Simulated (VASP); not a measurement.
The system is Si.

```xyz
8
Lattice="4.8859 0.0000 0.0000 0.0000 6.1995 0.0000 0.0000 0.0000 4.4818" Properties=species:S:1:pos:R:3 pbc="T T T"
Si    2.2717    0.0000    3.3612
Si    0.1712    0.0000    3.3612
Si    2.6142    0.0000    1.1206
Si    4.7147    0.0000    1.1206
Si    0.0000    1.9664    0.0000
Si    2.4430    4.2330    0.0000
Si    0.0000    4.2330    0.0000
Si    2.4430    1.9664    0.0000
```

* Program: VASP 6.6.1
* Task: relaxation of cell and atoms
* Functional: PBE
* Potentials or basis: VASP PAW PBE potentials, release 64 (Si)
* Cutoff: 600 eV
* k mesh: 4 × 4 × 4
* Occupations: gaussian, width 0.1 eV
* Spin: no spin polarisation

At the start: pressure 27.9 GPa; volume 16.97 Å³/atom.

Question: How do energy, volume and symmetry change on relaxing?

Answer: Over 20 steps the energy falls by 378.0 meV/atom and the volume is 22.13 Å³/atom (+30.4 %); space group Pmma (No. 51, to 0.05 Å).

The path:
| step | energy change (eV) | largest force (eV/Å) | pressure (GPa) | volume (Å³) |
| --- | --- | --- | --- | --- |
| 1 | 0.0000 | 3.4584 | 27.88 | 135.75 |
| 2 | -0.9425 | 1.3990 | -8.53 | 202.39 |
| 3 | -2.5640 | 0.7742 | 0.32 | 165.79 |
| 4 | -2.5686 | 0.7434 | 0.82 | 164.75 |
| 5 | -2.5694 | 0.7251 | 1.13 | 164.13 |
| 6 | -2.8110 | 0.3734 | -0.53 | 169.80 |
| 7 | -2.8133 | 0.4026 | -0.65 | 170.51 |
| 8 | -2.8734 | 0.3624 | 0.43 | 169.48 |
| 9 | -2.9256 | 0.4431 | 2.36 | 167.75 |
| 10 | -2.9592 | 0.3143 | 1.98 | 169.09 |
| 11 | -2.9858 | 0.1360 | 1.39 | 171.54 |
| 12 | -3.0005 | 0.1188 | 0.64 | 173.02 |
| 13 | -3.0041 | 0.1119 | 0.00 | 174.34 |
| 14 | -3.0041 | 0.1121 | 0.04 | 174.24 |
| 15 | -3.0057 | 0.1117 | 0.03 | 174.42 |
| 16 | -3.0097 | 0.1227 | -0.01 | 174.94 |
| 17 | -3.0133 | 0.1811 | -0.09 | 175.98 |
| 18 | -3.0149 | 0.1664 | -0.09 | 176.09 |
| 19 | -3.0190 | 0.1215 | -0.09 | 176.41 |
| 20 | -3.0237 | 0.0321 | -0.08 | 177.06 |

Final structure:
```cif
data_structure
_symmetry_space_group_name_H-M 'P 1'
_symmetry_Int_Tables_number 1
_cell_length_a 5.3502
_cell_length_b 6.3719
_cell_length_c 5.1937
_cell_angle_alpha 90.000
_cell_angle_beta 90.000
_cell_angle_gamma 90.000
_cell_volume 177.06
loop_
_atom_site_label
_atom_site_type_symbol
_atom_site_fract_x
_atom_site_fract_y
_atom_site_fract_z
_atom_site_occupancy
Si1 Si 0.47707 0.00000 0.72642 1
Si2 Si 0.02293 0.00000 0.72642 1
Si3 Si 0.52293 0.00000 0.27358 1
Si4 Si 0.97707 0.00000 0.27358 1
Si5 Si 0.00000 0.30128 0.00000 1
Si6 Si 0.50000 0.69872 0.00000 1
Si7 Si 0.00000 0.69872 0.00000 1
Si8 Si 0.50000 0.30128 0.00000 1
```

Caveat: the volume moved by over 15 % at a fixed basis, so the end points are rough.
